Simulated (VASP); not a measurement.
# RbCl (Fm-3m) in VASP: G0W0 quasiparticle levels with LDA

Aim: the G0W0 quasiparticle levels of RbCl with LDA.

All numbers are computed with VASP 6.6.1; they aren't measurements. Logs are shortened: lines on timing, memory, paths and dates and some standing lists are left out, and cuts for length are marked.

## 1. The cell of the first run

Symmetry: Fm-3m, No. 225, cubic system. Conventional cell: a = 6.611 Å, b = 6.611 Å, c = 6.611 Å, α = 90.00°, β = 90.00°, γ = 90.00°. Rb (site symmetry m-3m) has 6 Cl at 3.31 Å within 4.3 Å. Cl (site symmetry m-3m) has 6 Rb at 3.31 Å within 4.3 Å.

## 2. G0W0 quasiparticle levels, LDA

Contents of POSCAR:

```
RbCl
1.0
    0.0000000000      3.3057264435      3.3057264435
    3.3057264435      0.0000000000      3.3057264435
    3.3057264435      3.3057264435      0.0000000000
Rb Cl
1 1
Direct
    0.0000000000      0.0000000000      0.0000000000
    0.5000000000      0.5000000000      0.5000000000
```

Contents of INCAR.step1:

```
PREC = Accurate
ENCUT = 500
EDIFF = 1E-8
ISMEAR = 0
SIGMA = 0.01
LREAL = F
LASPH = T
NELM = 80
ALGO = Normal
LWAVE = T
LCHARG = F
GGA = CA
```

Contents of INCAR.step2:

```
PREC = Accurate
ENCUT = 500
EDIFF = 1E-8
ISMEAR = 0
SIGMA = 0.01
LREAL = F
LASPH = T
NELM = 1
ALGO = Exact
LWAVE = T
LCHARG = F
GGA = CA
NBANDS = 279
LOPTICS = T
ISTART = 1
```

Contents of INCAR.step3:

```
PREC = Accurate
ENCUT = 500
EDIFF = 1E-8
ISMEAR = 0
SIGMA = 0.01
LREAL = F
LASPH = T
ALGO = EVGW0
LWAVE = F
LCHARG = F
GGA = CA
NELMGW = 1
NBANDS = 279
ENCUTGW = 140.0
NOMEGA = 48
PRECFOCK = Fast
ISTART = 1
NBANDSGW = 16
```

Contents of KPOINTS:

```
Automatic mesh
0
Gamma
  4 4 4
```

Potentials or basis: VASP PAW LDA potentials, release 64 (Rb_sv_GW, Cl_GW).

Started as:

```bash
$ cat potpaw_LDA.64/Rb_sv_GW/POTCAR potpaw_LDA.64/Cl_GW/POTCAR > POTCAR
$ cp INCAR.step1 INCAR
$ mpirun -np 1 vasp_std > vasp.out
$ cp INCAR.step2 INCAR
$ mpirun -np 1 vasp_std > vasp.out
$ cp INCAR.step3 INCAR
$ mpirun -np 1 vasp_std > vasp.out
```

OUTCAR:

```text
PREC = Accurate
   ENCUT = 500
   EDIFF = 1E-8
   ISMEAR = 0
   LREAL = F
   LASPH = T
   GGA = CA
   NELMGW = 1
   ENCUTGW = 140.0
   PRECFOCK = Fast
   ISTART = 1

 ion  position               nearest neighbor table
   1  0.000  0.000  0.000-
   2  0.500  0.500  0.500-

  LATTYP: Found a face centered cubic cell.
 ALAT       =     6.6114528870

  Lattice vectors:

 A1 = (   0.0000000000,   3.3057264435,   3.3057264435)
 A2 = (   3.3057264435,   0.0000000000,   3.3057264435)
 A3 = (   3.3057264435,   3.3057264435,   0.0000000000)

Analysis of symmetry for initial positions (statically):
=====================================================================
 Subroutine PRICEL returns:
 Original cell was already a primitive cell.

 Routine SETGRP: Setting up the symmetry group for a
 face centered cubic supercell.

 Subroutine GETGRP returns: Found 48 space group operations
 (whereof 48 operations were pure point group operations)
 out of a pool of 48 trial point group operations.

The static configuration has the point symmetry O_h .

Analysis of symmetry for dynamics (positions and initial velocities):
=====================================================================
 Subroutine PRICEL returns:
 Original cell was already a primitive cell.

 Routine SETGRP: Setting up the symmetry group for a
 face centered cubic supercell.

 Subroutine GETGRP returns: Found 48 space group operations
 (whereof 48 operations were pure point group operations)
 out of a pool of 48 trial point group operations.

The dynamic configuration has the point symmetry O_h .

 Subroutine INISYM returns: Found 48 space group operations
 (whereof 48 operations are pure point group operations),
 and found     1 'primitive' translations

----------------------------------------------------------------------------------------

                                     Primitive cell

  volume of cell :      72.2488

  direct lattice vectors                    reciprocal lattice vectors
     0.000000000  3.305726443  3.305726443    -0.151252685  0.151252685  0.151252685
     3.305726443  0.000000000  3.305726443     0.151252685 -0.151252685  0.151252685
     3.305726443  3.305726443  0.000000000     0.151252685  0.151252685 -0.151252685

  length of vectors
     4.675003170  4.675003170  4.675003170     0.261977335  0.261977335  0.261977335

  position of ions in fractional coordinates (direct lattice)
     0.000000000  0.000000000  0.000000000
     0.500000000  0.500000000  0.500000000

  ion indices of the primitive-cell ions
   primitive index   ion index
                 1           1
                 2           2

----------------------------------------------------------------------------------------

 KPOINTS: Automatic mesh

Automatic generation of k-mesh.
 Grid dimensions read from file:
 generate k-points for:    4    4    4

 Generating k-lattice:

  Cartesian coordinates                     Fractional coordinates (reciprocal lattice)
    -0.037813171  0.037813171  0.037813171     0.250000000  0.000000000  0.000000000
     0.037813171 -0.037813171  0.037813171     0.000000000  0.250000000  0.000000000
     0.037813171  0.037813171 -0.037813171     0.000000000  0.000000000  0.250000000

  Length of vectors
     0.065494334  0.065494334  0.065494334

  Shift w.r.t. Gamma in fractional coordinates (k-lattice)
     0.000000000  0.000000000  0.000000000

 Subroutine IBZKPT returns following result:
 ===========================================

 Found      8 irreducible k-points:

 Following reciprocal coordinates:
            Coordinates               Weight
  0.000000  0.000000  0.000000      1.000000
  0.250000  0.000000  0.000000      8.000000
  0.500000  0.000000  0.000000      4.000000
  0.250000  0.250000  0.000000      6.000000
  0.500000  0.250000  0.000000     24.000000
 -0.250000  0.250000  0.000000     12.000000
  0.500000  0.500000  0.000000      3.000000
 -0.250000  0.500000  0.250000      6.000000
   k-points           NKPTS =      8   k-points in BZ     NKDIM =     64   number of bands    NBANDS=    279
   number of dos      NEDOS =    301   number of ions     NIONS =      2
   total plane-waves  NPLWV =  46656
   dimension x,y,z NGX =    36 NGY =   36 NGZ =   36
   dimension x,y,z NGXF=    72 NGYF=   72 NGZF=   72
   ions per type =               1   1
   NGX,Y,Z   is equivalent  to a cutoff of  12.80, 12.80, 12.80 a.u.
   NGXF,Y,Z  is equivalent  to a cutoff of  25.60, 25.60, 25.60 a.u.
 SYSTEM =  unknown system
   PREC   = accura    normal or accurate (medium, high low for compatibility)
   ISTART =      1    job   : 0-new  1-cont  2-samecut
   ICHARG =      0    charge: 1-file 2-atom 10-const
   ISPIN  =      1    spin polarized calculation?
   LNONCOLLINEAR =      F non collinear calculations
   LSORBIT =      F    spin-orbit coupling
   LASPH  =      T    aspherical Exc in radial PAW
   ENCUT  =  500.0 eV  36.75 Ry    6.06 a.u.   8.52  8.52  8.52*2*pi/ulx,y,z
   NELM   =     60;   NELMIN=  2; NELMDL=  0     # of ELM steps
   EDIFF  = 0.1E-07   stopping-criterion for ELM
   LREAL  =      F    real-space projection
   EDIFFG = 0.1E-06   stopping-criterion for IOM
   NSW    =      0    number of steps for IOM
   IBRION =     -1    ionic relax: 0-MD 1-quasi-New 2-CG
   NFREE  =      0    steps in history (QN), initial steepest desc. (CG)
   ISIF   =      0    stress and relaxation
   ISYM   =      3    0-nonsym 1-usesym 2-fastsym
   POTIM  = 0.5000    time-step for ionic-motion
   TEBEG  =    0.0;   TEEND  =   0.0 temperature during run
   PSTRESS=    0.0 pullay stress
   NELECT =      16.0000    total number of electrons
   NUPDOWN=      -1.0000    fix difference up-down
   EMIN   =  10.00;   EMAX   =-10.00  energy-range for DOS
   EFERMI =   0.00;   METHOD = LEGACY
   ISMEAR =     0;   SIGMA  =   0.01  broadening in eV -4-tet -1-fermi 0-gaus
   EFERMI_NEDOS =   21; number of points for ismear=-14 and -15
   IALGO  =     38    algorithm
   IMIX   =      4    mixing-type and parameters
     AMIX     =   0.40;   BMIX     =  1.00
     AMIX_MAG =   1.60;   BMIX_MAG =  1.00
  volume/ion in A,a.u.               =      36.12       243.78
  Fermi-wavevector in a.u.,A,eV,Ry     =   0.990462  1.871702 13.347525  0.981015
  Thomas-Fermi vector in A             =   2.122134
   LORBIT       =      0    0 simple, 1 ext, 2 COOP (PROOUT), +10 PAW based schemes
   GGA     = CA    functional components
   LHFCALC =     T    Hartree Fock is set to
   PRECFOCK=fast      Normal, Fast or Accurate (Low or Medium for compatibility)
   ENCUT4O =  -1.0   cutoff for four orbital integrals eV
   NKREDX  =     1    reduce k-point grid by
   NKREDY  =     1    reduce k-point grid by
   NKREDZ  =     1    reduce k-point grid by
   AEXX    =    1.0000 exact exchange contribution
   HFSCREEN=    0.0000 screening length (either q_TF or 0.3 A-1)
   HFSCREENC=   0.0000 screening length for correlation (either q_TF or 0.3 A-1)
   ENCUTFOCK=  -1.0 apply spherical cutoff to Coloumb kernel
   IVDW    =     0    specifies the selected vdW correction
   LEPSILON=     F    determine dielectric tensor
   LRPA    =     F    only Hartree local field effects (RPA)
   LRPAFORCE           =     F    calculate RPA forces
   ENCUTGW             = 140.0    cutoff for response function in eV
   ENCUTGWSOFT         = 112.0    soft cutoff for Coulomb kernel in GW response function in eV
   ENCUTLF             =  -1.0    cutoff for local field effects
   NELMGW              =     1    number of iterations in solving QP/BSE equation
   NELMHF              =     1    number of iterations in the inner HF iteration
   NKREDLFX            =     1    NKREDLFY  =   1   NKREDLFZ  =   1
 non-spin polarized calculation
 Gauss-broadening in eV      SIGMA  =   0.01
  energy-cutoff  :      500.00
  volume of cell :       72.25
 maximum number of plane-waves:      1856
 NGX is ok and might be reduce to    36
  NGX = 20; NGY = 20; NGZ = 20
   NGX = 17   NGY = 17   NGZ = 17
 maximum number of plane-waves:       290
 NGX is ok and might be reduce to    18

 QP shifts <psi_nk| G(iteration)W_0 |psi_nk>: iteration 1
 for sc-GW calculations column KS-energies equals QP-energies in previous step
 and V_xc(KS)=  KS-energies - (<T + V_ion + V_H > + <T+V_H+V_ion>^1  + <V_x>^1)

 k-point   1 :       0.0000    0.0000    0.0000
  band No.  KS-energies  QP-energies   sigma(KS)   V_xc(KS)     V^pw_x(r,r')   Z            occupation Imag(sigma)

      1     -25.4432     -27.1072     -19.0094     -16.4853     -26.8763       0.6593       2.0000       1.0685
      2     -13.5157     -15.0155     -17.2450     -15.1094     -24.2723       0.7023       2.0000       1.2168
      3      -9.5536     -12.2806     -18.5861     -15.2471     -20.8260       0.8167       2.0000       0.1144
      4      -9.5536     -12.2806     -18.5861     -15.2471     -20.8260       0.8167       2.0000       0.1144
      5      -9.5536     -12.2806     -18.5861     -15.2471     -20.8260       0.8167       2.0000       0.1144
      6      -1.6294      -3.4917     -16.4603     -14.0823     -18.3912       0.7831       2.0000       0.0962
[... 8 lines left out ...]
     15       9.8754      10.6252      -3.9898      -4.8985      -0.6735       0.8251       0.0000      -0.1875
     16      15.0389      17.2375      -9.4749     -12.2150      -5.2154       0.8024       0.0000      -0.2454

 k-point   2 :       0.2500    0.0000    0.0000
  band No.  KS-energies  QP-energies   sigma(KS)   V_xc(KS)     V^pw_x(r,r')   Z            occupation Imag(sigma)

      1     -25.4353     -27.1017     -19.0206     -16.4972     -26.8845       0.6604       2.0000       1.0637
      2     -13.5468     -15.0590     -17.2300     -15.0665     -24.2070       0.6989       2.0000       1.1998
      3      -9.5604     -12.2858     -18.5717     -15.2340     -20.8040       0.8166       2.0000       0.1107
      4      -9.5604     -12.2858     -18.5717     -15.2340     -20.8040       0.8166       2.0000       0.1107
      5      -9.5426     -12.2379     -18.5578     -15.2546     -20.8354       0.8160       2.0000       0.1182
      6      -2.1412      -4.0177     -15.4986     -13.0984     -17.4089       0.7818       2.0000       0.0992
[... 8 lines left out ...]
     15      11.6592      13.2290      -6.6472      -8.5348      -2.9926       0.8317       0.0000      -0.1988
     16      12.3180      13.4360      -5.1924      -6.4931      -1.5994       0.8596       0.0000      -0.3013

 k-point   3 :       0.5000    0.0000    0.0000
  band No.  KS-energies  QP-energies   sigma(KS)   V_xc(KS)     V^pw_x(r,r')   Z            occupation Imag(sigma)

      1     -25.4274     -27.0983     -19.0319     -16.5091     -26.8927       0.6623       2.0000       1.0589
      2     -13.5775     -15.1128     -17.2151     -15.0244     -24.1428       0.7008       2.0000       1.1832
      3      -9.5671     -12.2881     -18.5578     -15.2215     -20.7823       0.8156       2.0000       0.1070
      4      -9.5671     -12.2881     -18.5578     -15.2215     -20.7823       0.8156       2.0000       0.1070
      5      -9.5321     -12.1929     -18.5290     -15.2610     -20.8444       0.8142       2.0000       0.1220
      6      -2.5393      -4.4601     -14.9953     -12.5389     -16.9514       0.7819       2.0000       0.1051
[... 74 lines left out ...]
      1     -25.4229     -27.1026     -19.0390     -16.5155     -26.8974       0.6656       2.0000       1.0610
      2     -13.4648     -14.9810     -17.3196     -15.1919     -24.3405       0.7126       2.0000       1.2102
      3      -9.8198     -12.5512     -18.1398     -14.7796     -20.4443       0.8129       2.0000       0.1445
      4      -9.6576     -12.3769     -18.4226     -15.0746     -20.6885       0.8122       2.0000       0.1258
      5      -9.6576     -12.3769     -18.4226     -15.0746     -20.6885       0.8122       2.0000       0.1258
      6      -1.9715      -3.8732     -16.0522     -13.6199     -17.9878       0.7819       2.0000       0.0983
[... 8 lines left out ...]
     15       9.8961      11.8685      -7.8264     -10.1975      -4.2573       0.8318       0.0000      -0.1161
     16      11.3195      12.6131      -6.6905      -8.2905      -2.8868       0.8085       0.0000      -0.2370

 k-point   8 :      -0.2500    0.5000    0.2500
  band No.  KS-energies  QP-energies   sigma(KS)   V_xc(KS)     V^pw_x(r,r')   Z            occupation Imag(sigma)

      1     -25.4227     -27.1039     -19.0391     -16.5160     -26.8977       0.6663       2.0000       1.0598
      2     -13.4980     -15.0305     -17.2923     -15.1433     -24.2804       0.7131       2.0000       1.2003
      3      -9.7390     -12.4616     -18.2773     -14.9243     -20.5620       0.8120       2.0000       0.1349
      4      -9.7390     -12.4616     -18.2773     -14.9243     -20.5620       0.8120       2.0000       0.1349
      5      -9.5435     -12.2485     -18.5730     -15.2590     -20.8282       0.8162       2.0000       0.1117
      6      -2.0871      -3.9786     -15.8116     -13.3835     -17.7773       0.7790       2.0000       0.1009
[... 8 lines left out ...]
     15      10.2636      11.9632      -7.6838      -9.7372      -4.1341       0.8277       0.0000      -0.1167
     16      10.6105      12.0580      -6.9302      -8.7070      -3.2319       0.8147       0.0000      -0.1851
```

Wall time 18 min (1 thread of Intel Xeon 8259CL, shared host); peak memory 1 GiB.

Results:

| Quantity | Value |
| --- | --- |
| Band gap on the k mesh, mean-field level | 4.52 eV, direct |
| Quasiparticle gap | 7.52 eV |
| Least direct quasiparticle gap | 7.52 eV |

Levels at points of the mesh, in eV from the valence-band top:
| k point | band 5 | band 6 | band 7 | band 8 | band 9 | band 10 | band 11 | band 12 |
| --- | --- | --- | --- | --- | --- | --- | --- | --- |
| (0.00, 0.00, 0.00) | -7.92 | 0.00 | 0.00 | 0.00 | 4.52 | 7.69 | 7.69 | 7.69 |
| (0.50, 0.00, 0.00) | -7.90 | -0.91 | -0.35 | -0.35 | 7.29 | 7.58 | 9.87 | 9.87 |
| (0.50, 0.50, 0.00) | -8.03 | -0.34 | -0.11 | -0.11 | 5.86 | 7.64 | 9.20 | 9.84 |

Caveat: bands, screening cutoff and mesh are small and nothing is extrapolated, so the quasiparticle values aren't converged.
